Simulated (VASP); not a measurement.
Set up this calculation in VASP 6.6.1, as the native input.

```yaml
Task: single point
Functional: r2SCAN
Potentials_or_basis: VASP PAW PBE potentials, release 64 (Te, Mo_sv)
Cutoff: 520 eV
k_mesh: 9 × 9 × 2
Occupations: fermi-dirac, width 0.05 eV
Spin: no spin polarisation
Dipole_correction: no
Further_INCAR_settings: ALGO = Normal; EDIFF = 1e-06; NBANDS = 20
```

Te2Mo, a slab with vacuum:

```
Te Mo
1.0
     3.48755    0.00000    0.00000
    -1.74378    3.02031    0.00000
     0.00000    0.00000   17.16632
Te Mo
2 1
Direct
  0.33333 0.66667 0.10214
  0.33333 0.66667 0.89786
  0.00000 0.00000 0.00000
```

The input as run:

POSCAR

```
Te2Mo
1.0
    3.4875546084      0.0000000000      0.0000000000
   -1.7437773042      3.0203108879      0.0000000000
    0.0000000000      0.0000000000     17.1663236088
Te Mo
2 1
Direct
    0.3333333333      0.6666666667      0.1021445500
    0.3333333333      0.6666666667      0.8978554500
    0.0000000000      0.0000000000      0.0000000000
```

INCAR.step1

```
PREC = Accurate ; ENCUT = 520
ISMEAR = -1 ; SIGMA = 0.05
LREAL = False ; LASPH = True
NELM = 60 ; NBANDS = 20
GGA = PE ; ALGO = Normal
EDIFF = 1E-4 ; LWAVE = True
LCHARG = False
```

INCAR.step2

```
PREC = Accurate ; ENCUT = 520
EDIFF = 1E-6 ; ISMEAR = -1
SIGMA = 0.05 ; LREAL = False
LASPH = True ; NELM = 60
ALGO = Normal ; ISIF = 2
LWAVE = False ; LCHARG = False
METAGGA = R2SCAN ; LMIXTAU = True
NBANDS = 20 ; ISTART = 1
```

KPOINTS

```
regular mesh
0
Gamma
  9 9 2
```

Potentials or basis: VASP PAW PBE potentials, release 64 (Te, Mo_sv).

The run is started by

```sh
$ cat potpaw_PBE.64/Te/POTCAR potpaw_PBE.64/Mo_sv/POTCAR > POTCAR
$ cp INCAR.step1 INCAR
$ mpirun -np 1 vasp_std > vasp.out
$ cp INCAR.step2 INCAR
$ mpirun -np 1 vasp_std > vasp.out
```

Results of the run:

| Property | Result |
| --- | --- |
| Largest force | 1.012 eV/Å |
| Band gap on the k mesh | 1.23 eV |

Caveat: the PAW data sets were made with another functional, which shifts forces and pressure a little; spin-orbit coupling is left out, which moves the levels of the heavy elements.

Wall time 3.1 min on 1 thread of Intel(R) Xeon(R) 6975P-C (Granite Rapids), with other jobs on the host, peak memory 0.38 GiB.
